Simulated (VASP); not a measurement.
Crystal: Sn.

```
Sn
1.0
     0.00000    3.44868    3.12514
     3.44868    0.00000    3.12514
     3.44868    3.44868    0.00000
Sn
2
Direct
  0.00000 0.00000 0.00000
  0.25000 0.25000 0.25000
```

This cell differs from its parent crystal: epitaxial xy strain +5.0%.

Base run:

```yaml
Program: VASP 6.6.1
Functional: r2SCAN
Potentials_or_basis: VASP PAW PBE potentials, release 64 (Sn_d)
Cutoff: 520 eV
k_mesh: 6 × 6 × 6
Occupations: fermi-dirac, width 0.02 eV
Spin: no spin polarisation
```

Its results: pressure -1.9 GPa.

**Question.** The run is repeated on the same cell with these changes: functional from r2SCAN to PBE. What comes out?

**Answer.** Pressure -0.3 GPa.

Caveats: the PAW data sets were made with another functional, which shifts forces and pressure a little (at least some runs).
